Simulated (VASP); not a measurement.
Fe2C3:

```
CELL_PARAMETERS angstrom
3.18401 0.00000 0.00000
-1.59201 2.75743 0.00000
0.00000 0.00000 4.95380
ATOMIC_POSITIONS crystal
Fe 0.33333 0.66667 0.24500
Fe 0.66667 0.33333 0.75500
C 0.00000 0.00000 0.00000
C 0.33333 0.66667 0.64500
C 0.66667 0.33333 0.35500
```

```yaml
Program: VASP 6.6.1
Task: relaxation of cell and atoms
Functional: PBE
Potentials_or_basis: VASP PAW PBE potentials, release 64 (Fe, C)
Cutoff: 600 eV
k_mesh: 6 × 6 × 4
Occupations: gaussian, width 0.1 eV
Spin: collinear spin, ferromagnetic start
Starting_moments: "[0.29, 0.29, 0.0, 0.0, 0.0] μB"
```

At the start: pressure -13.6 GPa; volume 8.70 Å³/atom.

**Question.** Where does the relaxation end?

**Answer.** Over 30 steps the energy falls by 860.3 meV/atom and the volume is 7.91 Å³/atom (-9.1 %); space group P-3m1 (No. 164, to 0.05 Å); moment 0.00 μB per cell.

The path:
| step | energy change (eV) | largest force (eV/Å) | pressure (GPa) | volume (Å³) |
| --- | --- | --- | --- | --- |
| 1 | 0.0000 | 0.9925 | -13.57 | 43.49 |
| 2 | -0.1036 | 1.3426 | 18.68 | 39.01 |
| 3 | -0.1789 | 1.0138 | 4.30 | 40.67 |
| 4 | -0.3899 | 1.1977 | 4.03 | 40.37 |
| 5 | -1.1296 | 2.0695 | 0.15 | 39.34 |
| 6 | -2.6595 | 5.2169 | 11.83 | 36.68 |
| 7 | 9.2034 | 14.2751 | 222.63 | 29.51 |
| 8 | -2.1980 | 7.5520 | 34.03 | 36.02 |
| 9 | -2.2068 | 7.5471 | 34.22 | 36.02 |
| 10 | -2.2326 | 7.5324 | 34.79 | 36.00 |
| 11 | -2.2800 | 7.5002 | 35.98 | 35.96 |
| 12 | -2.3510 | 7.3852 | 38.62 | 35.87 |
| 13 | -2.3912 | 7.0863 | 44.12 | 35.66 |
| 14 | -2.4854 | 6.8434 | 42.58 | 35.74 |
| 15 | -2.7480 | 6.1457 | 38.21 | 35.95 |
| 16 | -3.1902 | 4.8964 | 30.36 | 36.39 |
| 17 | -3.7970 | 2.9568 | 17.74 | 37.28 |
| 18 | -4.2617 | 0.7285 | 1.79 | 39.07 |
| 19 | -4.2751 | 0.5062 | 0.13 | 39.36 |
| 20 | -4.2781 | 0.3724 | -0.87 | 39.55 |
| 21 | -4.2781 | 0.3197 | -1.28 | 39.63 |
| 22 | -4.2812 | 0.2831 | -1.00 | 39.60 |
| 23 | -4.2891 | 0.1713 | -0.15 | 39.53 |
| 24 | -4.2974 | 0.0604 | 1.55 | 39.38 |
| 25 | -4.2979 | 0.1361 | 2.10 | 39.34 |
| 26 | -4.3004 | 0.0802 | 0.85 | 39.47 |
| 27 | -4.3012 | 0.0567 | -0.36 | 39.59 |
| 28 | -4.3012 | 0.0570 | -0.28 | 39.59 |
| 29 | -4.3013 | 0.0425 | -0.17 | 39.57 |
| 30 | -4.3014 | 0.0204 | 0.00 | 39.54 |

Final structure:
```
Fe C
1.0
     2.61876    0.00000    0.00000
    -1.30938    2.26792    0.00000
     0.00000    0.00000    6.65749
Fe C
2 3
Direct
  0.33333 0.66667 0.17083
  0.66667 0.33333 0.82917
  0.00000 0.00000 0.00000
  0.33333 0.66667 0.48213
  0.66667 0.33333 0.51787
```

Caveat: the k points lie up to 0.46 Å⁻¹ apart in the final cell.
